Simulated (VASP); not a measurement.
# WSe2 in VASP: further runs

WSe2 is run at these levels: PBEsol+D4; tasks: single point.

All numbers are computed with VASP 6.6.1; they aren't measurements. Logs are shortened: lines on timing, memory, paths and dates and some standing lists are left out, and cuts for length are marked.

## Step 1: The cell of the first run

The cell holds a sheet with vacuum, 3 atoms: a = 3.300 Å, b = 3.300 Å, c = 17.360 Å, α = 90.00°, β = 90.00°, γ = 120.00°.

## Step 2: Single point, PBEsol+D4

Contents of INCAR:

```
PREC = Accurate
ENCUT = 400
EDIFF = 1E-6
ISMEAR = 0
SIGMA = 0.03
LREAL = False
LASPH = True
NELM = 120
ALGO = Normal
ISIF = 2
LWAVE = False
LCHARG = False
LDIPOL = True
IDIPOL = 3
DIPOL = 0.5 0.5 0.500
GGA = PS
IVDW = 13
NBANDS = 20
GGA_COMPAT = False
NELMDL = -8
```

Contents of KPOINTS:

```
regular mesh
0
Gamma
  12 12 1
```

Contents of POSCAR:

```
WSe2
1.0
    3.3000000000      0.0000000000      0.0000000000
   -1.6500000000      2.8578838325      0.0000000000
    0.0000000000      0.0000000000     17.3600000000
Se W
2 1
Direct
    0.6666670000      0.3333330000      0.4032258065
    0.6666670000      0.3333330000      0.5967741935
    0.3333330000      0.6666670000      0.5000000000
```

Potentials or basis: VASP PAW PBE potentials, release 64 (Se, W_sv).

On the command line:

```console
> cat potpaw_PBE.64/Se/POTCAR potpaw_PBE.64/W_sv/POTCAR > POTCAR
> mpirun -np 1 vasp_std > vasp.out
```

OUTCAR:

```text
PREC = Accurate
   ENCUT = 400
   EDIFF = 1E-6
   ISMEAR = 0
   LREAL = False
   LASPH = True
   NELM = 120
   ISIF = 2
   GGA = PS
   IVDW = 13
   NELMDL = -8

 ion  position               nearest neighbor table
   1  0.667  0.333  0.403-   3 2.54   3 2.54   3 2.54
   2  0.667  0.333  0.597-   3 2.54   3 2.54   3 2.54
   3  0.333  0.667  0.500-   1 2.54   2 2.54   1 2.54   2 2.54   1 2.54   2 2.54

  LATTYP: Found a hexagonal cell.
 ALAT       =     3.3000000000
 C/A-ratio  =     5.2606060606

  Lattice vectors:

 A1 = (   3.3000000000,   0.0000000000,   0.0000000000)
 A2 = (  -1.6500000000,   2.8578838325,   0.0000000000)
 A3 = (   0.0000000000,   0.0000000000,  17.3600000000)

Analysis of symmetry for initial positions (statically):
=====================================================================
 Subroutine PRICEL returns:
 Original cell was already a primitive cell.

 Routine SETGRP: Setting up the symmetry group for a
 hexagonal supercell.

 Subroutine GETGRP returns: Found 12 space group operations
 (whereof 12 operations were pure point group operations)
 out of a pool of 24 trial point group operations.

The static configuration has the point symmetry D_3h.

Analysis of symmetry for dynamics (positions and initial velocities):
=====================================================================
 Subroutine PRICEL returns:
 Original cell was already a primitive cell.

 Routine SETGRP: Setting up the symmetry group for a
 hexagonal supercell.

 Subroutine GETGRP returns: Found 12 space group operations
 (whereof 12 operations were pure point group operations)
 out of a pool of 24 trial point group operations.

The dynamic configuration has the point symmetry D_3h.

 Subroutine INISYM returns: Found 12 space group operations
 (whereof 12 operations are pure point group operations),
 and found     1 'primitive' translations

----------------------------------------------------------------------------------------

                                     Primitive cell

  volume of cell :     163.7224

  direct lattice vectors                    reciprocal lattice vectors
     3.300000000  0.000000000  0.000000000     0.303030303  0.174954627  0.000000000
    -1.650000000  2.857883833  0.000000000     0.000000000  0.349909254  0.000000000
     0.000000000  0.000000000 17.360000000     0.000000000  0.000000000  0.057603687

  length of vectors
     3.300000000  3.300000000 17.360000000     0.349909254  0.349909254  0.057603687

[... 81 lines left out ...]
   NFREE  =      0    steps in history (QN), initial steepest desc. (CG)
   ISIF   =      2    stress and relaxation
   ISYM   =      2    0-nonsym 1-usesym 2-fastsym
   POTIM  = 0.5000    time-step for ionic-motion
   TEBEG  =    0.0;   TEEND  =   0.0 temperature during run
   PSTRESS=    0.0 pullay stress
   NELECT =      26.0000    total number of electrons
   NUPDOWN=      -1.0000    fix difference up-down
   EMIN   =  10.00;   EMAX   =-10.00  energy-range for DOS
   EFERMI =   0.00;   METHOD = LEGACY
   ISMEAR =     0;   SIGMA  =   0.03  broadening in eV -4-tet -1-fermi 0-gaus
   EFERMI_NEDOS =   21; number of points for ismear=-14 and -15
   IALGO  =     38    algorithm
   IMIX   =      4    mixing-type and parameters
     AMIX     =   0.40;   BMIX     =  1.00
     AMIX_MAG =   1.60;   BMIX_MAG =  1.00
  volume/ion in A,a.u.               =      54.57       368.28
  Fermi-wavevector in a.u.,A,eV,Ry     =   0.886536  1.675311 10.693453  0.785947
  Thomas-Fermi vector in A             =   2.007715
   LORBIT       =      0    0 simple, 1 ext, 2 COOP (PROOUT), +10 PAW based schemes
   GGA     = PS    functional components
   LHFCALC =     F    Hartree Fock is set to
   AEXX    =    0.0000 exact exchange contribution
   IVDW    =    13    specifies the selected vdW correction
   LEPSILON=     F    determine dielectric tensor
   LRPA    =     F    only Hartree local field effects (RPA)
 non-spin polarized calculation
 Gauss-broadening in eV      SIGMA  =   0.03
  energy-cutoff  :      400.00
  volume of cell :      163.72
 maximum number of plane-waves:      3033
 NGX is ok and might be reduce to    24
   NGX = 11   NGY = 11   NGZ = 57

 number of electron      25.9999996 magnetization

 dipolmoment           0.000000      0.000000     -0.000000 electrons x Angstroem

 Free energy of the ion-electron system (eV)
  ---------------------------------------------------
  ext. energy  EPLUGINS =         0.00000000
  ---------------------------------------------------
  free energy    TOTEN  =       -23.22429899 eV

  energy without entropy =      -23.22429899  energy(sigma->0) =      -23.22429899

 E-fermi :  -0.9222     XC(G=0):  -4.6247

 val. band max:       -1.0669196975   @ k =   0.3333   0.3333   0.0000
 cond. band min:       0.5407006701   @ k =   0.3333   0.3333   0.0000
 fundamental gap:      1.6076203676
 Fermi energy:        -0.9222007548

 k-point     1 :       0.0000    0.0000    0.0000
  band No.  band energies     occupation
      1     -75.0717      2.00000
      2     -39.3081      2.00000
      3     -39.1822      2.00000
      4     -39.1822      2.00000
      5     -15.8302      2.00000
      6     -14.5780      2.00000
[... 426 lines left out ...]
     19       5.3611      0.00000
     20       7.5999      0.00000

------------------------ aborting loop because EDIFF is reached ----------------------------------------

 vacuum level on the upper side and lower side of the slab       (xc-potential included)        -0.118        -0.118

  DFT-D4 for vdW energy calculation

  Edisp (eV):   -0.56665

  FORCE on cell =-STRESS in cart. coord.  units (eV):
  Direction    XX          YY          ZZ          XY          YZ          ZX
  --------------------------------------------------------------------------------------
  -------------------------------------------------------------------------------------
  Total      -1.65896    -1.65896    -1.07032     0.00000    -0.00000     0.00000
  in kB     -16.23451   -16.23451   -10.47404     0.00000    -0.00000     0.00000
  external pressure =      -14.31 kB  Pullay stress =        0.00 kB

 VOLUME and BASIS-vectors are now :
 -----------------------------------------------------------------------------
  energy-cutoff  :      400.00
  volume of cell :      163.72
      direct lattice vectors                 reciprocal lattice vectors
     3.300000000  0.000000000  0.000000000     0.303030303  0.174954627  0.000000000
    -1.650000000  2.857883833  0.000000000     0.000000000  0.349909254  0.000000000
     0.000000000  0.000000000 17.360000000     0.000000000  0.000000000  0.057603687

 POSITION                                       TOTAL-FORCE (eV/Angst)
 -----------------------------------------------------------------------------------
      1.65000      0.95263      7.00000        -0.000000      0.000000      0.310271
      1.65000      0.95263     10.36000        -0.000000     -0.000000     -0.310271
     -0.00000      1.90526      8.68000         0.000000      0.000000     -0.000000
 -----------------------------------------------------------------------------------
    total drift:                                0.000788     -0.000455      0.000000

  FREE ENERGIE OF THE ION-ELECTRON SYSTEM (eV)
  ---------------------------------------------------
  free  energy   TOTEN  =       -23.7909490546 eV

  energy  without entropy=      -23.7909490546  energy(sigma->0) =      -23.79094905

 vacuum level on the upper side and lower side of the slab         3.984         3.984
```

It took 59 s on 1 thread of Intel Xeon Platinum 8259CL at 2.50GHz (Skylake/Cascade Lake), shared host; peak memory 0.26 GiB.

Results:

```
Free energy                : -23.7909 eV
Largest force              : 0.310 eV/Å
Band gap on the k mesh     : 1.61 eV
Dispersion energy per atom : -0.189 eV
```

Forces in eV/Å, atoms in the order of the input:
```
Se   0.000  0.000  0.310
Se   0.000  0.000 -0.310
W    0.000  0.000  0.000
```

Caveat: the PAW data sets were made with another functional, which shifts forces and pressure a little; spin-orbit coupling is left out, which moves the levels of the heavy elements.

## Step 3: Single point, PBEsol+D4

This run uses another cell than the first one.

Contents of INCAR:

```
SYSTEM = WSe2
ALGO = Normal ; DIPOL = 0.5 0.5 0.284
EDIFF = 1E-6 ; ENCUT = 400
GGA = PS ; GGA_COMPAT = .FALSE.
IDIPOL = 3 ; ISIF = 2
ISMEAR = 0 ; IVDW = 13
LASPH = .TRUE. ; LCHARG = .TRUE.
LDIPOL = .TRUE. ; LELF = .TRUE.
LREAL = .FALSE. ; LVACPOTAV = .TRUE.
LVHAR = .TRUE. ; LWAVE = .FALSE.
NBANDS = 20 ; NELM = 120
NELMDL = -8 ; PREC = Accurate
SIGMA = 0.03
```

Contents of KPOINTS:

```
k-points
0
G
  12 12 1
  0 0 0
```

Contents of POSCAR:

```
WSe2
1.0
    3.2499138315      0.0000000000      0.0000000000
   -1.6249569158      2.8145079382      0.0000000000
    0.0000000000      0.0000000000     30.5199999966
Se W
2 1
Direct
    0.6666666667      0.3333333333      0.2294236817
    0.6666666667      0.3333333333      0.3393836578
    0.3333333333      0.6666666667      0.2844036698
```

Potentials or basis: VASP PAW PBE potentials, release 64 (Se, W_sv).

On the command line:

```console
> cat potpaw_PBE.64/Se/POTCAR potpaw_PBE.64/W_sv/POTCAR > POTCAR
> mpirun -np 1 vasp_std > vasp.out
```

Run time: 1.9 min. Hardware: 1 thread of Intel Xeon Platinum 8259CL at 2.50GHz (Skylake/Cascade Lake), shared host; peak memory 0.36 GiB.

It converged, with:

* Free energy: -23.8123 eV
* Largest force: 0.062 eV/Å
* Band gap on the k mesh: 1.66 eV (least direct gap 1.77 eV)
* Dispersion energy per atom: -0.194 eV

Forces on the atoms (eV/Å):
```
Se   0.000  0.000 -0.062
Se   0.000  0.000  0.062
W    0.000  0.000  0.000
```

Levels at points of the mesh, in eV from the valence-band top:
```csv
k point,band 9,band 10,band 11,band 12,band 13,band 14,band 15,band 16,band 17,band 18
"(0.00, 0.00, 0.00)",-2.31,-2.31,-1.13,-1.13,-0.48,3.12,3.12,3.31,3.31,4.43
"(0.50, 0.00, 0.00)",-4.28,-2.99,-2.24,-1.04,-0.79,2.61,2.90,3.78,4.52,4.57
```

Caveat: the PAW data sets were made with another functional, which shifts forces and pressure a little; spin-orbit coupling is left out, which moves the levels of the heavy elements.
